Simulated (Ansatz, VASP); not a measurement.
IrS: VASP beside Ansatz

Contents of POSCAR:

```
IrS
1.0
    0.0000000000      2.4272638936      2.4272638936
    2.4272638936      0.0000000000      2.4272638936
    2.4272638936      2.4272638936      0.0000000000
Ir S
1 1
Direct
    0.5000000000      0.5000000000      0.5000000000
    0.0000000000      0.0000000000      0.0000000000
```

The input INCAR.step1:

```
ALGO     = Normal         # electronic algorithm
EDIFF    = 1E-5           # SCF threshold, eV
ENCUT    = 620            # plane-wave cutoff, eV
GGA      = PE             # functional
GGA_COMPAT= False        
ISMEAR   = 0              # smearing method
LASPH    = True           # aspherical terms in the spheres
LCHARG   = False          # write CHGCAR
LREAL    = False          # projectors in reciprocal space
LWAVE    = True           # write WAVECAR
NBANDS   = 18             # bands
NELM     = 120            # most SCF steps
PREC     = Accurate       # precision mode
SIGMA    = 0.05           # smearing width, eV
```

The input INCAR.step2:

```
ALGO     = Normal         # electronic algorithm
EDIFF    = 1E-6           # SCF threshold, eV
ENCUT    = 620            # plane-wave cutoff, eV
GGA_COMPAT= False        
ISIF     = 2              # what is computed and relaxed
ISMEAR   = 0              # smearing method
ISTART   = 1            
LASPH    = True           # aspherical terms in the spheres
LCHARG   = False          # write CHGCAR
LMIXTAU  = True         
LREAL    = False          # projectors in reciprocal space
LWAVE    = False          # write WAVECAR
METAGGA  = R2SCAN         # meta-GGA
NBANDS   = 18             # bands
NELM     = 120            # most SCF steps
PREC     = Accurate       # precision mode
SIGMA    = 0.05           # smearing width, eV
```

Contents of KPOINTS:

```
k-points
0
Gamma
  12 12 12
```

Input for Ansatz:

```yaml
crystal:
  lattice:
    - [0.0, 2.4272638936, 2.4272638936]
    - [2.4272638936, 0.0, 2.4272638936]
    - [2.4272638936, 2.4272638936, 0.0]
  atoms:
    - { symbol: Ir, position: [0.5, 0.5, 0.5] }
    - { symbol: S, position: [0.0, 0.0, 0.0] }
basis:
  ecutwfc: 500
  ecutrho_ratio: 4
kpoints:
  mp_grid: { grid: [12, 12, 12] }
hamiltonian:
  xc: r2scan
scf:
  occupations: { method: gaussian, width: 0.05 }
output:
  forces: true
  stress: true
  eigenvalues: true
```

Alike in both runs: task single point; functional r2SCAN; k mesh 12 × 12 × 12; occupations gaussian, width 0.05 eV; no spin polarisation.

|  | VASP | Ansatz |
| --- | --- | --- |
| version | VASP 6.6.1 | Ansatz 0.2.0 |
| potentials or method | VASP PAW PBE potentials, release 64 (Ir_sv_GW, S), cutoff 620 eV | scalar-relativistic, plane waves, PAW |
| valence electrons in the cell | 23 | 23 |

```csv
,VASP,Ansatz,Ansatz less VASP
gap on the k mesh at the Fermi level (eV),none,none,-
pressure (GPa),8.2,9.0,+0.75
```

VASP's potentials were made for PBE, not for r2SCAN. A gap of «none» marks a metal or a gap that the smearing closes.

Spin-orbit coupling is off throughout.
